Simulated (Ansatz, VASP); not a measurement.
CuH2Rh in VASP and in Ansatz

```
Rh Cu H
1.0
     2.99350    0.00000    0.00000
    -1.49675    2.59245    0.00000
     0.00000   -1.72830    5.57003
Rh Cu H
1 1 2
Direct
  0.50000 0.00000 0.50000
  0.00000 0.00000 0.00000
  0.11100 0.22200 0.33300
  0.88900 0.77800 0.66700
```

Alike in both runs: task single point; functional PBEsol; k mesh 7 × 7 × 7; no spin polarisation.

|  | VASP | Ansatz |
| --- | --- | --- |
| version | VASP 6.6.1 | Ansatz 0.2.0 |
| potentials or method | VASP PAW PBE potentials, release 64 (Rh_pv, Cu, H), cutoff 520 eV | PAW plane waves |
| occupations | fermi-dirac, width 0.1 eV | fermi-dirac |
| valence electrons in the cell | 28 | 38 |

```csv
,VASP,Ansatz,Ansatz less VASP
gap on the k mesh at the Fermi level (eV),none,none,-
pressure (GPa),-23.0,-23.2,-0.23
"traceless stress, the component that is largest in VASP (GPa)",-2.45,-2.45,0.000
rms of the force components (eV/Å),0.171,0.166,-0.0056
```

VASP's potentials were made for PBE, not for PBEsol. Atom by atom the forces differ by 0.006 eV/Å (rms over components). A gap of «none» marks a metal or a gap that the smearing closes. VASP's potentials hold 28 valence electrons a cell and Ansatz's 38, so a difference there can come from the potentials and not from the codes. Ansatz's warnings: structure snapped to symmetry.

The k mesh is coarse, so the values compare programs but aren't converged.
